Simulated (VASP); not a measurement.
The system is LiNbO3 (LiNbO3 (R3c)).

```
Li Nb O
1.0
     2.57580    1.48714    4.62300
    -2.57580    1.48714    4.62300
     0.00000   -2.97428    4.62300
Li Nb O
2 2 6
Cartesian
  0.0000 0.0000 9.9649
  0.0000 0.0000 3.0304
  0.0000 0.0000 13.8682
  0.0000 0.0000 6.9337
  -0.9305 -1.2690 8.3664
  -0.6338 1.4403 8.3664
  1.5642 -0.1713 8.3664
  0.6338 -1.5340 6.0549
  1.0116 1.3159 6.0549
  -1.6453 0.2181 6.0549
```

* Program: VASP 6.6.1
* Task: relaxation of cell and atoms
* Functional: PBE
* Potentials or basis: VASP PAW PBE potentials, release 64 (Li_sv, Nb_sv, O)
* Cutoff: 600 eV
* k mesh: 7 × 7 × 7
* Occupations: gaussian, width 0.01 eV
* Spin: no spin polarisation

At the start: pressure 4.0 GPa; volume 10.63 Å³/atom.

**Question.** How do energy, volume and symmetry change on relaxing?

**Answer.** Over 11 steps the energy falls by 2.9 meV/atom and the volume is 10.85 Å³/atom (+2.1 %); space group R3c (No. 161, to 0.05 Å).

Step by step:
| step | energy change (eV) | largest force (eV/Å) | pressure (GPa) | volume (Å³) |
| --- | --- | --- | --- | --- |
| 1 | 0.0000 | 0.1944 | 4.05 | 106.25 |
| 2 | 0.0205 | 0.4646 | -4.72 | 110.43 |
| 3 | -0.0240 | 0.1362 | 0.15 | 107.99 |
| 4 | -0.0280 | 0.0444 | 0.04 | 108.37 |
| 5 | -0.0285 | 0.0156 | 0.02 | 108.54 |
| 6 | -0.0285 | 0.0183 | 0.00 | 108.55 |
| 7 | -0.0285 | 0.0081 | -0.04 | 108.56 |
| 8 | -0.0286 | 0.0031 | -0.07 | 108.57 |
| 9 | -0.0286 | 0.0115 | 0.08 | 108.48 |
| 10 | -0.0286 | 0.0054 | 0.01 | 108.53 |
| 11 | -0.0286 | 0.0047 | 0.02 | 108.53 |

Final structure:
```
Li Nb O
1.0
     2.59144    1.49617    4.66531
    -2.59144    1.49617    4.66531
     0.00000   -2.99233    4.66531
Li Nb O
2 2 6
Direct
  0.71842 0.71842 0.71842
  0.21842 0.21842 0.21842
  0.99977 0.99977 0.99977
  0.49977 0.49977 0.49977
  0.27894 0.64155 0.88950
  0.64155 0.88950 0.27894
  0.88950 0.27894 0.64155
  0.38950 0.14155 0.77894
  0.77894 0.38950 0.14155
  0.14155 0.77894 0.38950
```

Caveat: the cutoff is under 1.25 times the usual one of these potentials, so pressure, stress and relaxed cells hold a basis-set (Pulay) error.
